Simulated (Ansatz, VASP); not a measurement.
**SiC in VASP and in Ansatz**

INCAR

```
PREC     = Accurate       # precision mode
ENCUT    = 520            # plane-wave cutoff, eV
EDIFF    = 1E-7           # SCF threshold, eV
ISMEAR   = 0              # smearing method
SIGMA    = 0.01           # smearing width, eV
LREAL    = Auto         
LASPH    = True           # aspherical terms in the spheres
NELM     = 80             # most SCF steps
ALGO     = Normal         # electronic algorithm
ISIF     = 2              # what is computed and relaxed
LWAVE    = False          # write WAVECAR
LCHARG   = False          # write CHGCAR
NBANDS   = 86             # bands
```

The input KPOINTS:

```
Automatic mesh
0
Gamma
  2 2 2
```

POSCAR

```
SiC
1.0
    3.0584217918     -5.2973419458      0.0000000000
   -6.1168435935      0.0000000057      0.0000000000
    0.0000000000      0.0000000000    -10.0121483156
Si C
16 16
Direct
    0.3333333333      0.1666666667      0.0621585359
    0.8333333333      0.1666666667      0.0621585359
    0.3333333333      0.6666666667      0.0621585359
    0.8333333333      0.6666666667      0.0621585359
    0.1666666667      0.3333333333      0.5621585359
    0.6666666667      0.3333333333      0.5621585359
    0.1666666667      0.8333333333      0.5621585359
    0.6666666667      0.8333333333      0.5621585359
    0.5000000000      0.0000000000      0.3120994208
    1.0000000000      0.0000000000      0.3120994208
    0.5000000000      0.5000000000      0.3120994208
    1.0000000000      0.5000000000      0.3120994208
    0.0000000000      0.5000000000      0.8120994208
    0.5000000000      0.5000000000      0.8120994208
    0.0000000000      1.0000000000      0.8120994208
    0.5000000000      1.0000000000      0.8120994208
    0.3333333333      0.1666666667      0.2501922220
    0.8333333333      0.1666666667      0.2501922220
    0.3333333333      0.6666666667      0.2501922220
    0.8333333333      0.6666666667      0.2501922220
    0.1666666667      0.3333333333      0.7501922220
    0.6666666667      0.3333333333      0.7501922220
    0.1666666667      0.8333333333      0.7501922220
    0.6666666667      0.8333333333      0.7501922220
    0.0000000000      0.0000000000      0.4995508213
    0.5000000000      0.0000000000      0.4995508213
    0.0000000000      0.5000000000      0.4995508213
    0.5000000000      0.5000000000      0.4995508213
    0.5000000000      0.5000000000      0.9995508213
    1.0000000000      0.5000000000      0.9995508213
    0.5000000000      1.0000000000      0.9995508213
    1.0000000000      1.0000000000      0.9995508213
```

Input for Ansatz:

```yaml
crystal:
  lattice:
    - [3.0584217918, -5.2973419458, 0.0]
    - [-6.1168435935, 5.7e-09, 0.0]
    - [0.0, 0.0, -10.0121483156]
  atoms:
    - { symbol: Si, position: [0.3333333333, 0.1666666667, 0.0621585359] }
    - { symbol: Si, position: [0.8333333333, 0.1666666667, 0.0621585359] }
    - { symbol: Si, position: [0.3333333333, 0.6666666667, 0.0621585359] }
    - { symbol: Si, position: [0.8333333333, 0.6666666667, 0.0621585359] }
    - { symbol: Si, position: [0.1666666667, 0.3333333333, 0.5621585359] }
    - { symbol: Si, position: [0.6666666667, 0.3333333333, 0.5621585359] }
    - { symbol: Si, position: [0.1666666667, 0.8333333333, 0.5621585359] }
    - { symbol: Si, position: [0.6666666667, 0.8333333333, 0.5621585359] }
    - { symbol: Si, position: [0.5, 0.0, 0.3120994208] }
    - { symbol: Si, position: [1.0, 0.0, 0.3120994208] }
    - { symbol: Si, position: [0.5, 0.5, 0.3120994208] }
    - { symbol: Si, position: [1.0, 0.5, 0.3120994208] }
    - { symbol: Si, position: [0.0, 0.5, 0.8120994208] }
    - { symbol: Si, position: [0.5, 0.5, 0.8120994208] }
    - { symbol: Si, position: [0.0, 1.0, 0.8120994208] }
    - { symbol: Si, position: [0.5, 1.0, 0.8120994208] }
    - { symbol: C, position: [0.3333333333, 0.1666666667, 0.250192222] }
    - { symbol: C, position: [0.8333333333, 0.1666666667, 0.250192222] }
    - { symbol: C, position: [0.3333333333, 0.6666666667, 0.250192222] }
    - { symbol: C, position: [0.8333333333, 0.6666666667, 0.250192222] }
    - { symbol: C, position: [0.1666666667, 0.3333333333, 0.750192222] }
    - { symbol: C, position: [0.6666666667, 0.3333333333, 0.750192222] }
    - { symbol: C, position: [0.1666666667, 0.8333333333, 0.750192222] }
    - { symbol: C, position: [0.6666666667, 0.8333333333, 0.750192222] }
    - { symbol: C, position: [0.0, 0.0, 0.4995508213] }
    - { symbol: C, position: [0.5, 0.0, 0.4995508213] }
    - { symbol: C, position: [0.0, 0.5, 0.4995508213] }
    - { symbol: C, position: [0.5, 0.5, 0.4995508213] }
    - { symbol: C, position: [0.5, 0.5, 0.9995508213] }
    - { symbol: C, position: [1.0, 0.5, 0.9995508213] }
    - { symbol: C, position: [0.5, 1.0, 0.9995508213] }
    - { symbol: C, position: [1.0, 1.0, 0.9995508213] }
basis:
  ecutwfc: 420
  xc_grid: 2
kpoints:
  mp_grid: { grid: [2, 2, 2], shift: [0.0, 0.0, 0.0] }
hamiltonian:
  xc: lda
scf:
  occupations: { method: gaussian, width: 0.01 }
output:
  forces: true
  stress: true
  eigenvalues: true
```

Alike in both runs: task single point; functional LDA; k mesh 2 × 2 × 2; occupations gaussian, width 0.01 eV; no spin polarisation.

|  | VASP | Ansatz |
| --- | --- | --- |
| version | VASP 6.6.1 | Ansatz 0.2.0 |
| potentials or method | VASP PAW LDA potentials, release 64 (Si, C), cutoff 520 eV | scalar-relativistic, plane waves, PAW |
| valence electrons in the cell | 128 | 128 |

Ansatz gave:

| Quantity | Value |
| --- | --- |
| gap on the k mesh at the Fermi level (eV) | 2.16 |
| least direct gap on the mesh (eV) | 2.16 |
| pressure (GPa) | 0.2 |
| traceless stress, the component that is largest in VASP (GPa) | -0.92 |
| rms of the force components (eV/Å) | 0.023 |

**Question.** Which values does VASP return?

**Answer.** gap on the k mesh at the Fermi level (eV): 2.15; least direct gap on the mesh (eV): 2.15; pressure (GPa): 0.6; traceless stress, the component that is largest in VASP (GPa): -0.92; rms of the force components (eV/Å): 0.024.

LDA's correlation is that of Perdew and Zunger in VASP and of Perdew and Wang (1992) in Ansatz. Atom by atom the forces differ by 0.004 eV/Å (rms over components).

The k mesh is coarse, so the values compare programs but aren't converged.
